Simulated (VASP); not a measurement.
Input of a VASP 6.6.1 run:

Contents of INCAR:

```
PREC     = Accurate       # precision mode
ENCUT    = 600            # plane-wave cutoff, eV
EDIFF    = 1E-7           # SCF threshold, eV
ISMEAR   = 1              # smearing method
SIGMA    = 0.1            # smearing width, eV
LREAL    = False          # projectors in reciprocal space
LASPH    = True           # aspherical terms in the spheres
NELM     = 100            # most SCF steps
ALGO     = Normal         # electronic algorithm
ISIF     = 3              # what is computed and relaxed
LWAVE    = False          # write WAVECAR
LCHARG   = False          # write CHGCAR
GGA      = PS             # functional
IBRION   = 2              # ionic algorithm
NSW      = 80             # ionic steps
EDIFFG   = -0.02          # ionic threshold
```

The input KPOINTS:

```
Automatic mesh
0
Gamma
  9 9 3
```

The input POSCAR:

```
Rh
1.0
    2.6917450000      0.0000000000      0.0000000000
   -1.3458720000      2.3311190000      0.0000000000
    0.0000000000      0.0000000000      8.7980700000
Rh
4
Direct
    0.0000000000      0.0000000000      0.0000000000
    0.3333333333      0.6666666667      0.2500000000
    0.0000000000      0.0000000000      0.5000000000
    0.6666666667      0.3333333333      0.7500000000
```

Potentials or basis: VASP PAW PBE potentials, release 64 (Rh_pv).

Launch:

```bash
$ cat potpaw_PBE.64/Rh_pv/POTCAR > POTCAR
$ mpirun -np 1 vasp_std > vasp.out
```

(1) Predict the relaxed cell.

(2) What does it give for the band gap on the k mesh?

(3) Predict the relaxed volume.

(4) What does it give for the space group after relaxing (to 0.1 Å)?

## Answers

(1) a = 2.677 Å, b = 2.677 Å, c = 8.710 Å, α = 90.00°, β = 90.00°, γ = 120.00°.

(2) zero (bands 30 and 31 overlap by 1.66 eV).

(3) 13.51 Å³/atom.

(4) P6_3/mmc (No. 194).

Caveat: the PAW data sets were made with another functional, which shifts forces and pressure a little.
